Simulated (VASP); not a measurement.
# KCdCO3F (P-6m2) in VASP: a series of runs, part 2 of 2

VASP 6.6.1. The steps go on from the part before.

## Step 3: Relaxation of cell and atoms, PBE

Input file INCAR:

```
SYSTEM = KCdCO3F
ALGO     = Normal         ! electronic algorithm
EDIFF    = 1E-7           ! SCF threshold, eV
EDIFFG   = -0.005         ! ionic threshold
ENCUT    = 600            ! plane-wave cutoff, eV
GGA      = PE             ! functional
IBRION   = 2              ! ionic algorithm
ISIF     = 3              ! what is computed and relaxed
ISMEAR   = 0              ! smearing method
LASPH    = .True.         ! aspherical terms in the spheres
LCHARG   = .False.        ! write CHGCAR
LREAL    = .False.        ! projectors in reciprocal space
LWAVE    = .False.        ! write WAVECAR
NELM     = 100            ! most SCF steps
NSW      = 100            ! ionic steps
PREC     = Accurate       ! precision mode
SIGMA    = 0.02           ! smearing width, eV
```

Input file KPOINTS:

```
k-points
0
Gamma
  6 6 6
  0 0 0
```

Input file POSCAR:

```
KCdCO3F
1.0
    5.1330249292      0.0000000000      0.0000000000
   -2.5665124646      4.4453299870      0.0000000000
    0.0000000000      0.0000000000      4.4817547132
K Cd C O F
1 1 1 3 1
Direct
    0.0000000000      0.0000000000      0.0000000000
    0.6666666667      0.3333333333      0.5000000000
    0.3333333333      0.6666666667      0.5000000000
    0.1878797143      0.3757594285      0.5000000000
    0.1878797143      0.8121202857      0.5000000000
    0.6242405715      0.8121202857      0.5000000000
    0.6666666667      0.3333333333      0.0000000000
```

Potentials or basis: VASP PAW PBE potentials, release 64 (K_sv, Cd, C, O, F).

Launch:

```
cat potpaw_PBE.64/K_sv/POTCAR potpaw_PBE.64/Cd/POTCAR potpaw_PBE.64/C/POTCAR potpaw_PBE.64/O/POTCAR potpaw_PBE.64/F/POTCAR > POTCAR
mpirun -np 1 vasp_std > vasp.out
```

OUTCAR:

```text
SYSTEM = KCdCO3F
   EDIFF = 1E-7
   EDIFFG = -0.005
   ENCUT = 600
   GGA = PE
   IBRION = 2
   ISIF = 3
   ISMEAR = 0
   LASPH = .True.
   LREAL = .False.
   NELM = 100
   NSW = 100
   PREC = Accurate

 ion  position               nearest neighbor table
   1  0.000  0.000  0.000-   6 2.79   6 2.79   4 2.79   4 2.79   5 2.79   5 2.79   2 3.72   2 3.72
                             2 3.72   2 3.72   2 3.72   2 3.72
   2  0.667  0.333  0.500-   7 2.24   7 2.24   4 2.57   4 2.57   5 2.57   6 2.57   5 2.57   6 2.57
                             1 3.72   1 3.72   1 3.72   1 3.72   1 3.72   1 3.72
   3  0.333  0.667  0.500-   5 1.29   6 1.29   4 1.29
   4  0.188  0.376  0.500-   3 1.29   2 2.57   2 2.57   1 2.79   1 2.79
   5  0.188  0.812  0.500-   3 1.29   2 2.57   2 2.57   1 2.79   1 2.79
   6  0.624  0.812  0.500-   3 1.29   2 2.57   2 2.57   1 2.79   1 2.79
   7  0.667  0.333  0.000-   2 2.24   2 2.24

  LATTYP: Found a hexagonal cell.
 ALAT       =     5.1330249292
 C/A-ratio  =     0.8731215560

  Lattice vectors:

 A1 = (   5.1330249292,   0.0000000000,   0.0000000000)
 A2 = (  -2.5665124646,   4.4453299870,   0.0000000000)
 A3 = (   0.0000000000,   0.0000000000,   4.4817547132)

Analysis of symmetry for initial positions (statically):
=====================================================================
 Subroutine PRICEL returns:
 Original cell was already a primitive cell.

 Routine SETGRP: Setting up the symmetry group for a
 hexagonal supercell.

 Subroutine GETGRP returns: Found 12 space group operations
 (whereof 12 operations were pure point group operations)
 out of a pool of 24 trial point group operations.

The static configuration has the point symmetry D_3h.

Analysis of symmetry for dynamics (positions and initial velocities):
=====================================================================
 Subroutine PRICEL returns:
 Original cell was already a primitive cell.

 Routine SETGRP: Setting up the symmetry group for a
 hexagonal supercell.

 Subroutine GETGRP returns: Found 12 space group operations
 (whereof 12 operations were pure point group operations)
 out of a pool of 24 trial point group operations.

The dynamic configuration has the point symmetry D_3h.

 Subroutine INISYM returns: Found 12 space group operations
 (whereof 12 operations are pure point group operations),
 and found     1 'primitive' translations

----------------------------------------------------------------------------------------

                                     Primitive cell

  volume of cell :     102.2646

  direct lattice vectors                    reciprocal lattice vectors
     5.133024929  0.000000000  0.000000000     0.194816899  0.112477589  0.000000000
    -2.566512465  4.445329987  0.000000000     0.000000000  0.224955178  0.000000000
     0.000000000  0.000000000  4.481754713     0.000000000  0.000000000  0.223126892

  length of vectors
     5.133024929  5.133024929  4.481754713     0.224955178  0.224955178  0.223126892

  position of ions in fractional coordinates (direct lattice)
     0.000000000  0.000000000  0.000000000
     0.666666667  0.333333333  0.500000000
     0.333333333  0.666666667  0.500000000
     0.187879714  0.375759428  0.500000000
[... 74 lines left out ...]
   NGXF,Y,Z  is equivalent  to a cutoff of  27.21, 27.21, 26.71 a.u.
 SYSTEM =  KCdCO3F
   PREC   = accura    normal or accurate (medium, high low for compatibility)
   ISTART =      0    job   : 0-new  1-cont  2-samecut
   ICHARG =      2    charge: 1-file 2-atom 10-const
   ISPIN  =      1    spin polarized calculation?
   LNONCOLLINEAR =      F non collinear calculations
   LSORBIT =      F    spin-orbit coupling
   LASPH  =      T    aspherical Exc in radial PAW
   ENCUT  =  600.0 eV  44.10 Ry    6.64 a.u.  10.25 10.25  8.95*2*pi/ulx,y,z
   NELM   =    100;   NELMIN=  2; NELMDL= -5     # of ELM steps
   EDIFF  = 0.1E-06   stopping-criterion for ELM
   LREAL  =      F    real-space projection
   EDIFFG = -.5E-02   stopping-criterion for IOM
   NSW    =    100    number of steps for IOM
   IBRION =      2    ionic relax: 0-MD 1-quasi-New 2-CG
   NFREE  =      1    steps in history (QN), initial steepest desc. (CG)
   ISIF   =      3    stress and relaxation
   ISYM   =      2    0-nonsym 1-usesym 2-fastsym
   POTIM  = 0.5000    time-step for ionic-motion
   TEBEG  =    0.0;   TEEND  =   0.0 temperature during run
   PSTRESS=    0.0 pullay stress
   NELECT =      50.0000    total number of electrons
   NUPDOWN=      -1.0000    fix difference up-down
   EMIN   =  10.00;   EMAX   =-10.00  energy-range for DOS
   EFERMI =   0.00;   METHOD = LEGACY
   ISMEAR =     0;   SIGMA  =   0.02  broadening in eV -4-tet -1-fermi 0-gaus
   EFERMI_NEDOS =   21; number of points for ismear=-14 and -15
   IALGO  =     38    algorithm
   IMIX   =      4    mixing-type and parameters
     AMIX     =   0.40;   BMIX     =  1.00
     AMIX_MAG =   1.60;   BMIX_MAG =  1.00
  volume/ion in A,a.u.               =      14.61        98.59
  Fermi-wavevector in a.u.,A,eV,Ry     =   1.289703  2.437185 22.631027  1.663334
  Thomas-Fermi vector in A             =   2.421580
   LORBIT       =      0    0 simple, 1 ext, 2 COOP (PROOUT), +10 PAW based schemes
   GGA     = PE    functional components
   LHFCALC =     F    Hartree Fock is set to
   AEXX    =    0.0000 exact exchange contribution
   IVDW    =     0    specifies the selected vdW correction
   LEPSILON=     F    determine dielectric tensor
   LRPA    =     F    only Hartree local field effects (RPA)
 conjugate gradient relaxation of ions
 non-spin polarized calculation
 Gauss-broadening in eV      SIGMA  =   0.02
  energy-cutoff  :      600.00
  volume of cell :      102.26
 maximum number of plane-waves:      3438
 NGX is ok and might be reduce to    42
   NGX = 21   NGY = 21   NGZ = 17

--------------------------------------- Ionic step        1  -------------------------------------------

 number of electron      49.9999999 magnetization

 Free energy of the ion-electron system (eV)
  ---------------------------------------------------
  ext. energy  EPLUGINS =         0.00000000
  ---------------------------------------------------
  free energy    TOTEN  =       -39.83620645 eV

  energy without entropy =      -39.83620645  energy(sigma->0) =      -39.83620645

------------------------ aborting loop because EDIFF is reached ----------------------------------------

  FORCE on cell =-STRESS in cart. coord.  units (eV):
  Direction    XX          YY          ZZ          XY          YZ          ZX
  --------------------------------------------------------------------------------------
  -------------------------------------------------------------------------------------
  Total        0.4834561      0.4834561      0.2268591      0.0000000     -0.0000000      0.0000000
  in kB        7.5742944      7.5742944      3.5541963      0.0000000     -0.0000000      0.0000000
  external PRESSURE =       6.2342617 kB  Pullay stress =       0.0000000 kB
[... 104 lines left out ...]
  FREE ENERGIE OF THE ION-ELECTRON SYSTEM (eV)
  ---------------------------------------------------
  free  energy   TOTEN  =       -39.8376989125 eV

  energy  without entropy=      -39.8376989125  energy(sigma->0) =      -39.83769891

[... ionic steps 4 to 7 ...]

--------------------------------------- Ionic step        8  -------------------------------------------

 number of electron      50.0000004 magnetization

------------------------ aborting loop because EDIFF is reached ----------------------------------------
[... 77 lines left out ...]
--------------------------------------- Ionic step       10  -------------------------------------------

 number of electron      50.0000004 magnetization

 Free energy of the ion-electron system (eV)
  ---------------------------------------------------
  ext. energy  EPLUGINS =         0.00000000
  ---------------------------------------------------
  free energy    TOTEN  =       -39.83805684 eV

  energy without entropy =      -39.83805684  energy(sigma->0) =      -39.83805684

 E-fermi :   0.0250     XC(G=0):  -9.2118

 val. band max:       -0.1084634233   @ k =   0.0000   0.0000   0.5000
 cond. band min:       1.6447529615   @ k =   0.0000   0.0000   0.0000
 fundamental gap:      1.7532163848
 Fermi energy:         0.0249624128

 k-point     1 :       0.0000    0.0000    0.0000
  band No.  band energies     occupation
      1     -27.8517      2.00000
      2     -21.8782      2.00000
      3     -21.6905      2.00000
      4     -18.6159      2.00000
      5     -18.6159      2.00000
      6     -11.3989      2.00000
[... 781 lines left out ...]
     29       8.0780      0.00000
     30       8.2826      0.00000

 [... further k-points ...]
[... 5 lines left out ...]
  --------------------------------------------------------------------------------------
  -------------------------------------------------------------------------------------
  Total        0.0011079      0.0011079      0.0016734      0.0000000     -0.0000000     -0.0000000
  in kB        0.0172993      0.0172993      0.0261311      0.0000000     -0.0000000     -0.0000000
  external PRESSURE =       0.0202432 kB  Pullay stress =       0.0000000 kB
[... 22 lines left out ...]
  FREE ENERGIE OF THE ION-ELECTRON SYSTEM (eV)
  ---------------------------------------------------
  free  energy   TOTEN  =       -39.8380568414 eV

  energy  without entropy=      -39.8380568414  energy(sigma->0) =      -39.83805684

 reached required accuracy - stopping structural energy minimisation
```

Wall time 9 min (1 thread of Intel Xeon Platinum 8488C (Sapphire Rapids), shared host); peak memory 0.33 GiB.

What came out:

```yaml
Free_energy: -39.8381 eV
Relaxed_volume: 14.66 Å³/atom
Relaxed_cell: a = 5.131 Å, b = 5.131 Å, c = 4.500 Å, α = 90.00°, β = 90.00°, γ = 120.00°
Space_group_after_relaxing_to_0.05_Å: P-6m2 (No. 187)
Energy_gained_by_relaxing: 0.3 meV/atom
Ionic_steps: 10
Pressure_after_relaxing: 0.0 GPa
Band_gap_on_the_k_mesh: 1.75 eV, indirect (the least direct gap lies 3.9 meV higher)
```

Step by step:
```tsv
step	energy change (eV)	largest force (eV/Å)	pressure (GPa)	volume (Å³)
1	0.0000	0.2492	0.62	102.26
2	0.0132	0.7702	-1.59	103.11
3	-0.0015	0.0054	0.07	102.47
4	-0.0015	0.0006	0.08	102.46
5	-0.0017	0.0046	0.04	102.56
6	-0.0018	0.0134	-0.05	102.73
7	-0.0018	0.0106	-0.06	102.69
8	-0.0018	0.0185	-0.07	102.67
9	-0.0018	0.0089	-0.03	102.64
10	-0.0019	0.0001	0.00	102.60
```

Final structure:
```cif
data_structure
_symmetry_space_group_name_H-M 'P 1'
_symmetry_Int_Tables_number 1
_cell_length_a 5.1314
_cell_length_b 5.1314
_cell_length_c 4.4995
_cell_angle_alpha 90.000
_cell_angle_beta 90.000
_cell_angle_gamma 120.000
_cell_volume 102.60
loop_
_atom_site_label
_atom_site_type_symbol
_atom_site_fract_x
_atom_site_fract_y
_atom_site_fract_z
_atom_site_occupancy
K1 K 0.00000 0.00000 0.00000 1
Cd1 Cd 0.66667 0.33333 0.50000 1
C1 C 0.33333 0.66667 0.50000 1
O1 O 0.18741 0.37482 0.50000 1
O2 O 0.18741 0.81259 0.50000 1
O3 O 0.62518 0.81259 0.50000 1
F1 F 0.66667 0.33333 0.00000 1
```

Levels at points of the mesh, in eV from the valence-band top:
| k point | band 23 | band 24 | band 25 | band 26 | band 27 | band 28 |
| --- | --- | --- | --- | --- | --- | --- |
| (0.00, 0.00, 0.00) | -1.42 | -1.42 | 0.00 | 1.75 | 5.77 | 6.26 |
| (0.50, 0.00, 0.00) | -1.41 | -1.39 | -0.15 | 3.92 | 5.83 | 6.07 |
| (0.00, 0.00, 0.50) | -1.36 | -1.36 | 0.00 | 3.92 | 5.08 | 6.30 |
| (0.50, 0.00, 0.50) | -1.39 | -1.32 | -0.14 | 5.36 | 5.92 | 6.88 |

A k mesh can miss the band edges. PBE gaps usually lie below the measured ones, often by a third to a half.
